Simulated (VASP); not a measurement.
Wanted: the native input for a VASP 6.6.1 run.

* Task: single point
* Functional: PBE
* Potentials or basis: VASP PAW PBE potentials, release 64 (C, Zn)
* Cutoff: 520 eV
* k mesh: 11 × 11 × 11
* Occupations: fermi-dirac, width 0.08 eV
* Spin: no spin polarisation
* Dipole correction: no
* Further INCAR settings: ALGO = Normal; EDIFF = 1e-06; NBANDS = 21

The structure of Zn2C (fluorite type) lies in POSCAR:

```
Zn2C
1.0
    0.0000000000      2.6044255414      2.6044255414
    2.6044255414      0.0000000000      2.6044255414
    2.6044255414      2.6044255414      0.0000000000
C Zn
1 2
Direct
    0.0000000000      0.0000000000      0.0000000000
    0.2500000000      0.2500000000      0.2500000000
    0.7500000000      0.7500000000      0.7500000000
```

These files were run (other wordings do the same):

INCAR

```
ALGO     = Normal         # electronic algorithm
EDIFF    = 1E-6           # SCF threshold, eV
ENCUT    = 520            # plane-wave cutoff, eV
GGA      = PE             # functional
ISIF     = 2              # what is computed and relaxed
ISMEAR   = -1             # smearing method
LASPH    = T              # aspherical terms in the spheres
LCHARG   = F              # write CHGCAR
LREAL    = F              # projectors in reciprocal space
LWAVE    = F              # write WAVECAR
NBANDS   = 21             # bands
NELM     = 100            # most SCF steps
PREC     = Accurate       # precision mode
SIGMA    = 0.08           # smearing width, eV
```

KPOINTS

```
k-points
0
Gamma
  11 11 11
```

Potentials or basis: VASP PAW PBE potentials, release 64 (C, Zn).

Run with:

```console
$ cat potpaw_PBE.64/C/POTCAR potpaw_PBE.64/Zn/POTCAR > POTCAR
$ mpirun -np 1 vasp_std > vasp.out
```

Results of the run:

- Pressure: 0.6 GPa
- Band gap on the k mesh: zero (filled and empty bands touch)

It took 16 s on 1 thread of Intel(R) Xeon(R) 6975P-C (Granite Rapids), on a shared host, peak memory 0.17 GiB.
